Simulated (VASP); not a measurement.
# SrOs (P2_13) in VASP: notebook

The runs below take SrOs through single point, relaxation of cell and atoms, with PBE.

Program: VASP 6.6.1. These are calculated values, not measurements. Logs are shortened: lines on timing, memory, paths and dates and some standing lists are left out, and cuts for length are marked.

**1. The cell of the first run**

The structure is cubic, space group P2_13 (No. 198). The conventional cell has a = 5.735 Å, b = 5.735 Å, c = 5.735 Å, α = 90.00°, β = 90.00°, γ = 90.00°. Sr (site symmetry 3) has 7 Os at 3.02 to 3.14 Å and 6 Sr at 3.55 Å within 4.0 Å. Os (site symmetry 3) has 7 Sr at 3.02 to 3.14 Å and 6 Os at 3.53 Å within 4.0 Å.

**2. Single point, PBE**

Contents of INCAR:

```
ALGO = Normal
EDIFF = 1E-7
ENCUT = 520
GGA = PE
ISIF = 2
ISMEAR = 0
LASPH = True
LCHARG = False
LREAL = False
LWAVE = False
NBANDS = 46
NELM = 80
PREC = Accurate
SIGMA = 0.1
```

Contents of KPOINTS:

```
k-points
0
Gamma
  4 4 4
```

Contents of POSCAR:

```
SrOs
1.0
    5.7352245089      0.0000000000      0.0000000000
    0.0000000000      5.7352245089      0.0000000000
    0.0000000000      0.0000000000      5.7352245089
Sr Os
4 4
Direct
    0.1579628520      0.1579628520      0.1579628520
    0.3420371480      0.8420371480      0.6579628520
    0.6579628520      0.3420371480      0.8420371480
    0.8420371480      0.6579628520      0.3420371480
    0.8539424463      0.8539424463      0.8539424463
    0.6460575537      0.1460575537      0.3539424463
    0.3539424463      0.6460575537      0.1460575537
    0.1460575537      0.3539424463      0.6460575537
```

Potentials or basis: VASP PAW PBE potentials, release 64 (Sr_sv, Os).

Started as:

```sh
$ cat potpaw_PBE.64/Sr_sv/POTCAR potpaw_PBE.64/Os/POTCAR > POTCAR
$ mpirun -np 1 vasp_std > vasp.out
```

OUTCAR:

```text
EDIFF = 1E-7
   ENCUT = 520
   GGA = PE
   ISIF = 2
   ISMEAR = 0
   LASPH = True
   LREAL = False
   NELM = 80
   PREC = Accurate

 ion  position               nearest neighbor table
   1  0.158  0.158  0.158-   6 3.02   7 3.02   8 3.02   5 3.02   7 3.14   6 3.14   8 3.14   2 3.55
                             3 3.55   4 3.55   4 3.55   3 3.55   2 3.55   2 4.97   3 4.97   4 4.97
   2  0.342  0.842  0.658-   5 3.02   7 3.02   8 3.02   6 3.02   5 3.14   8 3.14   7 3.14   4 3.55
                             1 3.55   1 3.55   3 3.55   3 3.55   4 3.55   4 4.97   1 4.97   4 4.97
   3  0.658  0.342  0.842-   5 3.02   6 3.02   8 3.02   7 3.02   5 3.14   8 3.14   6 3.14   4 3.55
                             1 3.55   4 3.55   2 3.55   1 3.55   2 3.55   2 4.97   4 4.97   4 4.97
   4  0.842  0.658  0.342-   5 3.02   6 3.02   7 3.02   8 3.02   7 3.14   6 3.14   5 3.14   3 3.55
                             1 3.55   3 3.55   1 3.55   2 3.55   2 3.55   3 4.97   2 4.97   1 4.97
   5  0.854  0.854  0.854-   2 3.02   3 3.02   4 3.02   1 3.02   3 3.14   2 3.14   4 3.14
   6  0.646  0.146  0.354-   1 3.02   3 3.02   4 3.02   2 3.02   1 3.14   4 3.14   3 3.14
   7  0.354  0.646  0.146-   1 3.02   2 3.02   4 3.02   3 3.02   1 3.14   4 3.14   2 3.14
   8  0.146  0.354  0.646-   1 3.02   2 3.02   3 3.02   4 3.02   3 3.14   2 3.14   1 3.14

  LATTYP: Found a simple cubic cell.
 ALAT       =     5.7352245089

  Lattice vectors:

 A1 = (   5.7352245089,   0.0000000000,   0.0000000000)
 A2 = (   0.0000000000,   5.7352245089,   0.0000000000)
 A3 = (   0.0000000000,   0.0000000000,   5.7352245089)

Analysis of symmetry for initial positions (statically):
=====================================================================
 Subroutine PRICEL returns:
 Original cell was already a primitive cell.

 Routine SETGRP: Setting up the symmetry group for a
 simple cubic supercell.

 Subroutine GETGRP returns: Found 12 space group operations
 (whereof  3 operations were pure point group operations)
 out of a pool of 48 trial point group operations.

The static configuration has the point symmetry C_3 .
 The point group associated with its full space group is T   .

Analysis of symmetry for dynamics (positions and initial velocities):
=====================================================================
 Subroutine PRICEL returns:
 Original cell was already a primitive cell.

 Routine SETGRP: Setting up the symmetry group for a
 simple cubic supercell.

 Subroutine GETGRP returns: Found 12 space group operations
 (whereof  3 operations were pure point group operations)
 out of a pool of 48 trial point group operations.

The dynamic configuration has the point symmetry C_3 .
[... 107 lines left out ...]
   TEBEG  =    0.0;   TEEND  =   0.0 temperature during run
   PSTRESS=    0.0 pullay stress
   NELECT =      72.0000    total number of electrons
   NUPDOWN=      -1.0000    fix difference up-down
   EMIN   =  10.00;   EMAX   =-10.00  energy-range for DOS
   EFERMI =   0.00;   METHOD = LEGACY
   ISMEAR =     0;   SIGMA  =   0.10  broadening in eV -4-tet -1-fermi 0-gaus
   EFERMI_NEDOS =   21; number of points for ismear=-14 and -15
   IALGO  =     38    algorithm
   IMIX   =      4    mixing-type and parameters
     AMIX     =   0.40;   BMIX     =  1.00
     AMIX_MAG =   1.60;   BMIX_MAG =  1.00
  volume/ion in A,a.u.               =      23.58       159.13
  Fermi-wavevector in a.u.,A,eV,Ry     =   1.187504  2.244058 19.186484  1.410167
  Thomas-Fermi vector in A             =   2.323654
   LORBIT       =      0    0 simple, 1 ext, 2 COOP (PROOUT), +10 PAW based schemes
   GGA     = PE    functional components
   LHFCALC =     F    Hartree Fock is set to
   AEXX    =    0.0000 exact exchange contribution
   IVDW    =     0    specifies the selected vdW correction
   LEPSILON=     F    determine dielectric tensor
   LRPA    =     F    only Hartree local field effects (RPA)
 non-spin polarized calculation
 Gauss-broadening in eV      SIGMA  =   0.10
  energy-cutoff  :      520.00
  volume of cell :      188.65
 maximum number of plane-waves:      5112
 NGX is ok and might be reduce to    48
   NGX = 21   NGY = 21   NGZ = 21

 number of electron      72.0000002 magnetization

 Free energy of the ion-electron system (eV)
  ---------------------------------------------------
  ext. energy  EPLUGINS =         0.00000000
  ---------------------------------------------------
  free energy    TOTEN  =       -39.46438306 eV

  energy without entropy =      -39.41771079  energy(sigma->0) =      -39.44104692

 E-fermi :   3.7350     XC(G=0): -10.7004

 val. band max:        3.6830265329   @ k =   0.2500   0.2500   0.0000
 cond. band min:       3.7726491362   @ k =   0.2500   0.0000   0.0000
 fundamental gap:      0.0896226034
 Fermi energy:         3.7350344446

 k-point     1 :       0.0000    0.0000    0.0000
  band No.  band energies     occupation
      1     -30.1999      2.00000
      2     -30.0895      2.00000
      3     -30.0895      2.00000
      4     -30.0895      2.00000
      5     -12.6333      2.00000
      6     -12.6333      2.00000
[... 528 lines left out ...]
     45       7.9854      0.00000
     46       7.9854      0.00000

------------------------ aborting loop because EDIFF is reached ----------------------------------------

  FORCE on cell =-STRESS in cart. coord.  units (eV):
  Direction    XX          YY          ZZ          XY          YZ          ZX
  --------------------------------------------------------------------------------------
  -------------------------------------------------------------------------------------
  Total        0.6418031      0.6418031      0.6418031      0.0000000      0.0000000      0.0000000
  in kB        5.4508108      5.4508108      5.4508108      0.0000000      0.0000000      0.0000000
  external PRESSURE =       5.4508108 kB  Pullay stress =       0.0000000 kB

 VOLUME and BASIS-vectors are now :
 -----------------------------------------------------------------------------
  energy-cutoff  :      520.00
  volume of cell :      188.65
      direct lattice vectors                 reciprocal lattice vectors
     5.735224509  0.000000000  0.000000000     0.174361091  0.000000000  0.000000000
     0.000000000  5.735224509  0.000000000     0.000000000  0.174361091  0.000000000
     0.000000000  0.000000000  5.735224509     0.000000000  0.000000000  0.174361091

 POSITION                                       TOTAL-FORCE (eV/Angst)
 -----------------------------------------------------------------------------------
      0.90595      0.90595      0.90595        -0.009702     -0.009702     -0.009702
      1.96166      4.82927      3.77356         0.009702      0.009702     -0.009702
      3.77356      1.96166      4.82927        -0.009702      0.009702      0.009702
      4.82927      3.77356      1.96166         0.009702     -0.009702      0.009702
      4.89755      4.89755      4.89755        -0.015295     -0.015295     -0.015295
      3.70529      0.83767      2.02994         0.015295      0.015295     -0.015295
      2.02994      3.70529      0.83767        -0.015295      0.015295      0.015295
      0.83767      2.02994      3.70529         0.015295     -0.015295      0.015295
 -----------------------------------------------------------------------------------
    total drift:                               -0.000000     -0.000000     -0.000000

  FREE ENERGIE OF THE ION-ELECTRON SYSTEM (eV)
  ---------------------------------------------------
  free  energy   TOTEN  =       -39.4643830566 eV

  energy  without entropy=      -39.4177107908  energy(sigma->0) =      -39.44104692
```

Run time: 3.1 min. Hardware: 1 thread of Oxide Virtual Turin-like, shared host; peak memory 0.31 GiB.

Results:

* Free energy: -39.4644 eV
* Pressure: 0.5 GPa
* Largest force: 0.026 eV/Å
* Band gap on the k mesh: zero (bands 36 and 37 overlap by 0.06 eV)

Forces on the atoms (eV/Å):
```
Sr  -0.010 -0.010 -0.010
Sr   0.010  0.010 -0.010
Sr  -0.010  0.010  0.010
Sr   0.010 -0.010  0.010
Os  -0.015 -0.015 -0.015
Os   0.015  0.015 -0.015
Os  -0.015  0.015  0.015
Os   0.015 -0.015  0.015
```

Levels at points of the mesh, in eV from the Fermi level:
```tsv
k point	band 32	band 33	band 34	band 35	band 36	band 37	band 38	band 39	band 40	band 41
(0.00, 0.00, 0.00)	-0.70	-0.30	-0.30	-0.30	0.10	0.10	0.20	0.20	0.20	2.32
(0.50, 0.00, 0.00)	-0.55	-0.27	-0.27	-0.16	-0.16	0.31	0.31	0.66	0.66	1.76
(0.50, 0.50, 0.00)	-0.58	-0.33	-0.33	-0.09	-0.09	0.16	0.16	0.16	0.16	2.56
(0.50, 0.50, 0.50)	-0.61	-0.28	-0.28	-0.28	-0.28	0.20	0.20	0.20	0.20	1.68
```

Caveat: spin-orbit coupling is left out, which moves the levels of the heavy elements.

**3. Relaxation of cell and atoms, PBE**

This run uses another cell than the first one, of 21.17 Å³/atom.

Contents of INCAR:

```
SYSTEM = SrOs
PREC = Accurate
ENCUT = 600
EDIFF = 1E-6
ISMEAR = 0
SIGMA = 0.1
LREAL = .FALSE.
LASPH = .TRUE.
NELM = 100
ALGO = Fast
ISIF = 3
LWAVE = .FALSE.
LCHARG = .FALSE.
GGA = PE
IBRION = 2
NSW = 90
EDIFFG = -0.04
```

Contents of KPOINTS:

```
Automatic mesh
0
G
  4 4 4
  0 0 0
```

Contents of POSCAR:

```
SrOs
1.0
    5.5328317990      0.0000000000      0.0000000000
    0.0000000000      5.5328317990      0.0000000000
    0.0000000000      0.0000000000      5.5328317990
Sr Os
4 4
Direct
    0.1340000000      0.1340000000      0.1340000000
    0.3660000000      0.8660000000      0.6340000000
    0.6340000000      0.3660000000      0.8660000000
    0.8660000000      0.6340000000      0.3660000000
    0.8445000000      0.8445000000      0.8445000000
    0.6555000000      0.1555000000      0.3445000000
    0.3445000000      0.6555000000      0.1555000000
    0.1555000000      0.3445000000      0.6555000000
```

Potentials or basis: VASP PAW PBE potentials, release 64 (Sr_sv, Os).

Started as:

```sh
$ cat potpaw_PBE.64/Sr_sv/POTCAR potpaw_PBE.64/Os/POTCAR > POTCAR
$ mpirun -np 1 vasp_std > vasp.out
```

It took 59 min on 1 thread of Oxide Virtual Turin-like, shared host; peak memory 0.36 GiB.

It converged, with:

```
Free energy                           : -39.4646 eV
Relaxed volume                        : 23.81 Å³/atom
Relaxed cell                          : a = 5.754 Å, b = 5.754 Å, c = 5.754 Å, α = 90.00°, β = 90.00°, γ = 90.00°
Space group after relaxing (to 0.1 Å) : P2_13 (No. 198)
Energy gained by relaxing             : 171.6 meV/atom
Ionic steps                           : 11
Pressure after relaxing               : 0.0 GPa
Largest force after relaxing          : 0.019 eV/Å
Band gap on the k mesh                : zero (bands 36 and 37 overlap by 0.06 eV)
```

Forces in eV/Å, atoms in the order of the input:
```
Sr  -0.011 -0.011 -0.011
Sr   0.011  0.011 -0.011
Sr  -0.011  0.011  0.011
Sr   0.011 -0.011  0.011
Os  -0.008 -0.008 -0.008
Os   0.008  0.008 -0.008
Os  -0.008  0.008  0.008
Os   0.008 -0.008  0.008
```

Step by step:
```csv
step,energy change (eV),largest force (eV/Å),pressure (GPa),volume (Å³)
1,0.0000,1.3980,10.33,169.37
2,-0.9017,0.6521,-3.61,205.08
3,-0.9761,0.7830,-1.38,196.13
4,-1.1563,0.6479,-0.86,193.65
5,-1.3139,0.4182,1.23,187.11
6,-1.3254,0.2616,0.65,188.57
7,-1.3572,0.1775,-0.31,191.40
8,-1.3602,0.1505,-0.68,192.59
9,-1.3722,0.0575,0.13,190.00
10,-1.3722,0.0619,0.09,190.11
11,-1.3732,0.0193,-0.03,190.46
```

Final structure:
```yaml
crystal:
  lattice:
    - [5.75355, 0.00000, 0.00000]
    - [0.00000, 5.75355, 0.00000]
    - [0.00000, 0.00000, 5.75355]
  atoms:
    - { symbol: Sr, position: [0.15813, 0.15813, 0.15813] }
    - { symbol: Sr, position: [0.34187, 0.84187, 0.65813] }
    - { symbol: Sr, position: [0.65813, 0.34187, 0.84187] }
    - { symbol: Sr, position: [0.84187, 0.65813, 0.34187] }
    - { symbol: Os, position: [0.85386, 0.85386, 0.85386] }
    - { symbol: Os, position: [0.64614, 0.14614, 0.35386] }
    - { symbol: Os, position: [0.35386, 0.64614, 0.14614] }
    - { symbol: Os, position: [0.14614, 0.35386, 0.64614] }
```

Levels at points of the mesh, in eV from the Fermi level:
```
           k point  band 34  band 35  band 36  band 37  band 38  band 39
(0.00, 0.00, 0.00)    -0.29    -0.29     0.10     0.10     0.20     0.20
(0.50, 0.00, 0.00)    -0.26    -0.16    -0.16     0.31     0.31     0.65
(0.50, 0.50, 0.00)    -0.32    -0.10    -0.10     0.15     0.15     0.16
(0.50, 0.50, 0.50)    -0.28    -0.28    -0.28     0.19     0.19     0.19
```

Caveat: spin-orbit coupling is left out, which moves the levels of the heavy elements.

**4. Single point, PBE**

This run uses another cell than the first one, of 23.69 Å³/atom.

Contents of INCAR:

```
  PREC = Accurate
  ENCUT = 520
  EDIFF = 1E-6
  ISMEAR = 0
  SIGMA = 0.1
  LREAL = False
  LASPH = True
  NELM = 60
  ALGO = Fast
  ISIF = 2
  LWAVE = False
  LCHARG = True
  GGA = PE
  LELF = True
  LVHAR = True
  NBANDS = 46
```

Contents of KPOINTS:

```
Automatic mesh
0
Gamma
  8 8 8
```

Contents of POSCAR:

```
SrOs
1.0
    5.7439731179      0.0000000000      0.0000000000
    0.0000000000      5.7439731179      0.0000000000
    0.0000000000      0.0000000000      5.7439731179
Sr Os
4 4
Direct
    0.1575039269      0.1575039269      0.1575039269
    0.3424960731      0.8424960731      0.6575039269
    0.6575039269      0.3424960731      0.8424960731
    0.8424960731      0.6575039269      0.3424960731
    0.8539659985      0.8539659985      0.8539659985
    0.6460340015      0.1460340015      0.3539659985
    0.3539659985      0.6460340015      0.1460340015
    0.1460340015      0.3539659985      0.6460340015
```

Started as:

```sh
$ cat potpaw_PBE.64/Sr_sv/POTCAR potpaw_PBE.64/Os/POTCAR > POTCAR
$ mpirun -np 1 vasp_std > vasp.out
```

Wall time 22 min (1 thread of Oxide Virtual Turin-like, shared host); peak memory 0.49 GiB.

It converged, with:

* Free energy: -39.4448 eV
* Pressure: 0.3 GPa
* Largest force: 0.019 eV/Å
* Band gap on the k mesh: zero (bands 36 and 37 overlap by 0.23 eV)

Forces in eV/Å, atoms in the order of the input:
```
Sr   0.002  0.002  0.002
Sr  -0.002 -0.002  0.002
Sr   0.002 -0.002 -0.002
Sr  -0.002  0.002 -0.002
Os  -0.011 -0.011 -0.011
Os   0.011  0.011 -0.011
Os  -0.011  0.011  0.011
Os   0.011 -0.011  0.011
```

Levels at points of the mesh, in eV from the Fermi level:
| k point | band 33 | band 34 | band 35 | band 36 | band 37 | band 38 | band 39 | band 40 |
| --- | --- | --- | --- | --- | --- | --- | --- | --- |
| (0.00, 0.00, 0.00) | -0.28 | -0.28 | -0.28 | 0.11 | 0.11 | 0.21 | 0.21 | 0.21 |
| (0.50, 0.00, 0.00) | -0.26 | -0.26 | -0.15 | -0.15 | 0.32 | 0.32 | 0.66 | 0.66 |
| (0.50, 0.50, 0.00) | -0.31 | -0.31 | -0.09 | -0.09 | 0.17 | 0.17 | 0.17 | 0.17 |
| (0.50, 0.50, 0.50) | -0.27 | -0.27 | -0.27 | -0.27 | 0.21 | 0.21 | 0.21 | 0.21 |

Caveat: spin-orbit coupling is left out, which moves the levels of the heavy elements.

**5. The runs side by side**

| task | cell | k mesh | cutoff (eV) | gap on the mesh (eV) | pressure (GPa) | largest force (eV/Å) |
| --- | --- | --- | --- | --- | --- | --- |
| single point | a = 5.735 Å, 8 atoms, atomic positions A | 4 × 4 × 4 | 520 | none | 0.5 | 0.03 |
| relaxation of cell and atoms | relaxed from a = 5.533 Å, 8 atoms, atomic positions B | 4 × 4 × 4 | 600 | none | 0.0 | 0.02 |
| single point | a = 5.744 Å, 8 atoms, atomic positions C | 8 × 8 × 8 | 520 | none | 0.3 | 0.02 |

Alike in all rows: level PBE; potentials or basis VASP PAW PBE potentials, release 64 (Sr_sv, Os); no spin polarisation; smearing gaussian 0.1 eV.

Caveats: spin-orbit coupling is left out, which moves the levels of the heavy elements.

Total energies depend on the potentials used, so only differences within one code and one set of settings carry meaning.

The gap in the log of VASP goes by the Fermi energy; the results here count the filled bands.